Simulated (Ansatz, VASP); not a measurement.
# Au in VASP and in Ansatz

Contents of POSCAR:

```
Au
1.0
   -1.7898505200      1.7898505200      1.7898505200
    1.7898505200     -1.7898505200      1.7898505200
    1.7898505200      1.7898505200     -1.7898505200
Au
1
Direct
    0.0000000000      0.0000000000      0.0000000000
```

INCAR.step1

```
SYSTEM = Au
PREC = Accurate
ENCUT = 520
ISMEAR = 0
SIGMA = 0.15
LREAL = .FALSE.
LASPH = .TRUE.
NELM = 100
NBANDS = 12
GGA = PE
ALGO = Normal
EDIFF = 1E-4
LWAVE = .TRUE.
LCHARG = .FALSE.
```

File INCAR.step2:

```
SYSTEM = Au
PREC = Accurate
ENCUT = 520
EDIFF = 1E-6
ISMEAR = 0
SIGMA = 0.15
LREAL = .FALSE.
LASPH = .TRUE.
NELM = 100
ALGO = Normal
ISIF = 2
LWAVE = .FALSE.
LCHARG = .FALSE.
METAGGA = R2SCAN
LMIXTAU = .TRUE.
NBANDS = 12
ISTART = 1
```

Contents of KPOINTS:

```
Automatic mesh
0
G
  24 24 24
  0 0 0
```

Input for Ansatz:

```yaml
crystal:
  lattice:
    - [-1.78985052, 1.78985052, 1.78985052]
    - [1.78985052, -1.78985052, 1.78985052]
    - [1.78985052, 1.78985052, -1.78985052]
  atoms:
    - { symbol: Au, position: [0.0, 0.0, 0.0] }
basis:
  ecutwfc: 500
kpoints:
  mp_grid: { grid: [24, 24, 24] }
hamiltonian:
  xc: r2scan
scf:
  occupations: { method: gaussian, width: 0.15 }
output:
  forces: true
  stress: true
  eigenvalues: true
```

Change from the starting cell: strain +0.080 along x and y, +0.080 along z, atoms carried along.

Alike in both runs: task single point; functional r2SCAN; k mesh 24 × 24 × 24; occupations gaussian, width 0.15 eV; no spin polarisation.

```csv
,VASP,Ansatz
version,VASP 6.6.1,Ansatz 0.2.0
potentials or method,"VASP PAW PBE potentials, release 64 (Au), cutoff 520 eV","scalar-relativistic, plane waves, PAW"
valence electrons in the cell,11,19
```

VASP gave:

- gap on the k mesh at the Fermi level (eV): none
- pressure (GPa): -18.1

**Question.** What did Ansatz give for the same quantities?

**Answer.** gap on the k mesh at the Fermi level (eV): none; pressure (GPa): -18.2.

VASP's potentials were made for PBE, not for r2SCAN. A gap of «none» marks a metal or a gap that the smearing closes. With one functional, cell and mesh, what is left measures potentials, basis and numerics. VASP's potentials hold 11 valence electrons a cell and Ansatz's 19, so a difference there can come from the potentials and not from the codes.

Spin-orbit coupling is off throughout.
